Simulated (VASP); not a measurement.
# Li3Ca (I4/mmm) in VASP: a series of runs, part 2 of 2

VASP 6.6.1.

## Step 3: Single point, LDA

The input, INCAR:

```
  ALGO = Normal
  EDIFF = 1E-6
  ENCUT = 520
  GGA = CA
  ISIF = 2
  ISMEAR = -1
  LASPH = T
  LCHARG = F
  LREAL = F
  LWAVE = F
  NBANDS = 18
  NELM = 60
  PREC = Accurate
  SIGMA = 0.05
```

The input, KPOINTS:

```
k-points
0
Gamma
  7 7 7
```

The input, POSCAR:

```
Li3Ca
1.0
   -2.3324400000      2.3324400000      4.8905000000
    2.3324400000     -2.3324400000      4.8905000000
    2.3324400000      2.3324400000     -4.8905000000
Li Ca
3 1
Direct
    0.7500000000      0.2500000000      0.5000000000
    0.2500000000      0.7500000000      0.5000000000
    0.5000000000      0.5000000000      0.0000000000
    0.0000000000      0.0000000000      0.0000000000
```

Potentials or basis: VASP PAW LDA potentials, release 64 (Li_sv, Ca_sv).

Command:

```
$ cat potpaw_LDA.64/Li_sv/POTCAR potpaw_LDA.64/Ca_sv/POTCAR > POTCAR
$ mpirun -np 1 vasp_std > vasp.out
```

OUTCAR:

```text
EDIFF = 1E-6
   ENCUT = 520
   GGA = CA
   ISIF = 2
   ISMEAR = -1
   LASPH = T
   LREAL = F
   NELM = 60
   PREC = Accurate

 ion  position               nearest neighbor table
   1  0.750  0.250  0.500-
   2  0.250  0.750  0.500-
   3  0.500  0.500  0.000-
   4  0.000  0.000  0.000-

  LATTYP: Found a body centered tetragonal cell.
 ALAT       =     4.6648800000
 C/A-ratio  =     2.0967313200

  Lattice vectors:

 A1 = (  -2.3324400000,   2.3324400000,   4.8905000000)
 A2 = (   2.3324400000,  -2.3324400000,   4.8905000000)
 A3 = (   2.3324400000,   2.3324400000,  -4.8905000000)

Analysis of symmetry for initial positions (statically):
=====================================================================
 Subroutine PRICEL returns:
 Original cell was already a primitive cell.

 Routine SETGRP: Setting up the symmetry group for a
 body centered tetragonal supercell.

 Subroutine GETGRP returns: Found 16 space group operations
 (whereof 16 operations were pure point group operations)
 out of a pool of 16 trial point group operations.

The static configuration has the point symmetry D_4h.

Analysis of symmetry for dynamics (positions and initial velocities):
=====================================================================
 Subroutine PRICEL returns:
 Original cell was already a primitive cell.

 Routine SETGRP: Setting up the symmetry group for a
 body centered tetragonal supercell.

 Subroutine GETGRP returns: Found 16 space group operations
 (whereof 16 operations were pure point group operations)
 out of a pool of 16 trial point group operations.

The dynamic configuration has the point symmetry D_4h.

 Subroutine INISYM returns: Found 16 space group operations
 (whereof 16 operations are pure point group operations),
 and found     1 'primitive' translations

----------------------------------------------------------------------------------------

                                     Primitive cell

  volume of cell :     106.4227

  direct lattice vectors                    reciprocal lattice vectors
    -2.332440000  2.332440000  4.890500000     0.000000000  0.214367787  0.102239035
     2.332440000 -2.332440000  4.890500000     0.214367787  0.000000000  0.102239035
     2.332440000  2.332440000 -4.890500000     0.214367787  0.214367787  0.000000000

  length of vectors
     5.898944224  5.898944224  5.898944224     0.237500249  0.237500249  0.303161831

  position of ions in fractional coordinates (direct lattice)
     0.750000000  0.250000000  0.500000000
     0.250000000  0.750000000  0.500000000
     0.500000000  0.500000000  0.000000000
     0.000000000  0.000000000  0.000000000

  ion indices of the primitive-cell ions
   primitive index   ion index
                 1           1
                 2           2
                 3           3
                 4           4

----------------------------------------------------------------------------------------

 KPOINTS: k-points

Automatic generation of k-mesh.
 Grid dimensions read from file:
 generate k-points for:    7    7    7

 Generating k-lattice:

  Cartesian coordinates                     Fractional coordinates (reciprocal lattice)
     0.000000000  0.030623970  0.014605576     0.142857143  0.000000000  0.000000000
     0.030623970  0.000000000  0.014605576     0.000000000  0.142857143  0.000000000
     0.030623970  0.030623970  0.000000000     0.000000000  0.000000000  0.142857143

  Length of vectors
     0.033928607  0.033928607  0.043308833

  Shift w.r.t. Gamma in fractional coordinates (k-lattice)
     0.000000000  0.000000000  0.000000000

 Subroutine IBZKPT returns following result:
 ===========================================

 Found     40 irreducible k-points:

 Following reciprocal coordinates:
            Coordinates               Weight
  0.000000  0.000000  0.000000      1.000000
  0.142857  0.000000  0.000000      8.000000
  0.285714  0.000000  0.000000      8.000000
  0.428571  0.000000  0.000000      8.000000
  0.142857  0.142857 -0.000000      8.000000
  0.285714  0.142857 -0.000000     16.000000
[... 16 lines left out ...]
 -0.142857  0.285714  0.142857      8.000000
 -0.428571  0.428571  0.142857      8.000000
 [... further k-points ...]
   k-points           NKPTS =     40   k-points in BZ     NKDIM =     40   number of bands    NBANDS=     18
   number of dos      NEDOS =    301   number of ions     NIONS =      4
   total plane-waves  NPLWV = 110592
   dimension x,y,z NGX =    48 NGY =   48 NGZ =   48
   dimension x,y,z NGXF=    96 NGYF=   96 NGZF=   96
   ions per type =               3   1
   NGX,Y,Z   is equivalent  to a cutoff of  13.53, 13.53, 13.53 a.u.
   NGXF,Y,Z  is equivalent  to a cutoff of  27.06, 27.06, 27.06 a.u.
 SYSTEM =  unknown system
   PREC   = accura    normal or accurate (medium, high low for compatibility)
   ISTART =      0    job   : 0-new  1-cont  2-samecut
   ICHARG =      2    charge: 1-file 2-atom 10-const
   ISPIN  =      1    spin polarized calculation?
   LNONCOLLINEAR =      F non collinear calculations
   LSORBIT =      F    spin-orbit coupling
   LASPH  =      T    aspherical Exc in radial PAW
   ENCUT  =  520.0 eV  38.22 Ry    6.18 a.u.  10.97 10.97 10.97*2*pi/ulx,y,z
   NELM   =     60;   NELMIN=  2; NELMDL= -5     # of ELM steps
   EDIFF  = 0.1E-05   stopping-criterion for ELM
   LREAL  =      F    real-space projection
   EDIFFG = 0.1E-04   stopping-criterion for IOM
   NSW    =      0    number of steps for IOM
   IBRION =     -1    ionic relax: 0-MD 1-quasi-New 2-CG
   NFREE  =      0    steps in history (QN), initial steepest desc. (CG)
   ISIF   =      2    stress and relaxation
   ISYM   =      2    0-nonsym 1-usesym 2-fastsym
   POTIM  = 0.5000    time-step for ionic-motion
   TEBEG  =    0.0;   TEEND  =   0.0 temperature during run
   PSTRESS=    0.0 pullay stress
   NELECT =      19.0000    total number of electrons
   NUPDOWN=      -1.0000    fix difference up-down
   EMIN   =  10.00;   EMAX   =-10.00  energy-range for DOS
   EFERMI =   0.00;   METHOD = LEGACY
   ISMEAR =    -1;   SIGMA  =   0.05  broadening in eV -4-tet -1-fermi 0-gaus
   EFERMI_NEDOS =   21; number of points for ismear=-14 and -15
   IALGO  =     38    algorithm
   IMIX   =      4    mixing-type and parameters
     AMIX     =   0.40;   BMIX     =  1.00
     AMIX_MAG =   1.60;   BMIX_MAG =  1.00
  volume/ion in A,a.u.               =      26.61       179.54
  Fermi-wavevector in a.u.,A,eV,Ry     =   0.921824  1.741995 11.561677  0.849759
  Thomas-Fermi vector in A             =   2.047283
   LORBIT       =      0    0 simple, 1 ext, 2 COOP (PROOUT), +10 PAW based schemes
   GGA     = CA    functional components
   LHFCALC =     F    Hartree Fock is set to
   AEXX    =    0.0000 exact exchange contribution
   IVDW    =     0    specifies the selected vdW correction
   LEPSILON=     F    determine dielectric tensor
   LRPA    =     F    only Hartree local field effects (RPA)
 non-spin polarized calculation
  energy-cutoff  :      520.00
  volume of cell :      106.42
 maximum number of plane-waves:      2890
 NGX is ok and might be reduce to    48
   NGX = 21   NGY = 21   NGZ = 21

 number of electron      19.0000003 magnetization

 Free energy of the ion-electron system (eV)
  ---------------------------------------------------
  ext. energy  EPLUGINS =         0.00000000
  ---------------------------------------------------
  free energy    TOTEN  =        -8.12954263 eV

  energy without entropy =       -8.10281558  energy(sigma->0) =       -8.11617911

 E-fermi :   0.9409     XC(G=0):  -7.3839

 val. band max:        0.9116692606   @ k =  -0.4286   0.1429   0.0000
 cond. band min:       0.9822687149   @ k =  -0.4286   0.2857   0.0000
 fundamental gap:      0.0705994543
 Fermi energy:         0.9408905734

 k-point     1 :       0.0000    0.0000    0.0000
  band No.  band energies     occupation
      1     -44.8077      2.00000
      2     -44.8021      2.00000
      3     -44.6798      2.00000
      4     -40.6523      2.00000
      5     -21.9492      2.00000
      6     -21.9310      2.00000
[... 10 lines left out ...]
     17       5.2746      0.00000
     18       6.1971      0.00000
[... 466 lines left out ...]
      2     -44.8045      2.00000
      3     -44.6799      2.00000
      4     -40.6518      2.00000
      5     -21.9483      2.00000
      6     -21.9412      2.00000
[... 10 lines left out ...]
     17       5.5638      0.00000
     18       6.1198      0.00000

 [... further k-points ...]

------------------------ aborting loop because EDIFF is reached ----------------------------------------

  FORCE on cell =-STRESS in cart. coord.  units (eV):
  Direction    XX          YY          ZZ          XY          YZ          ZX
  --------------------------------------------------------------------------------------
  -------------------------------------------------------------------------------------
  Total       -0.9381240     -0.9381240     -0.7924689      0.0000000      0.0000000     -0.0000000
  in kB      -14.1233139    -14.1233139    -11.9304979      0.0000000      0.0000000     -0.0000000
  external PRESSURE =     -13.3923752 kB  Pullay stress =       0.0000000 kB

 VOLUME and BASIS-vectors are now :
 -----------------------------------------------------------------------------
  energy-cutoff  :      520.00
  volume of cell :      106.42
      direct lattice vectors                 reciprocal lattice vectors
    -2.332440000  2.332440000  4.890500000     0.000000000  0.214367787  0.102239035
     2.332440000 -2.332440000  4.890500000     0.214367787  0.000000000  0.102239035
     2.332440000  2.332440000 -4.890500000     0.214367787  0.214367787  0.000000000

 POSITION                                       TOTAL-FORCE (eV/Angst)
 -----------------------------------------------------------------------------------
      0.00000      2.33244      2.44525         0.000000     -0.000000     -0.000000
      2.33244      0.00000      2.44525        -0.000000      0.000000     -0.000000
      0.00000      0.00000      4.89050        -0.000000      0.000000      0.000000
      0.00000      0.00000      0.00000        -0.000000      0.000000      0.000000
 -----------------------------------------------------------------------------------
    total drift:                                0.000000     -0.000000      0.000000

  FREE ENERGIE OF THE ION-ELECTRON SYSTEM (eV)
  ---------------------------------------------------
  free  energy   TOTEN  =        -8.1295426267 eV

  energy  without entropy=       -8.1028155841  energy(sigma->0) =       -8.11617911
```

It took 94 s on 1 thread of Intel Xeon Platinum 8488C (Sapphire Rapids), shared host; peak memory 0.29 GiB.

Results:

* Free energy: -8.1295 eV
* Band gap on the k mesh: zero (an odd number of electrons rules out a gap without spin polarisation)

Caveat: the cutoff is under 1.25 times the usual one of these potentials, so pressure, stress and relaxed cells hold a basis-set (Pulay) error.
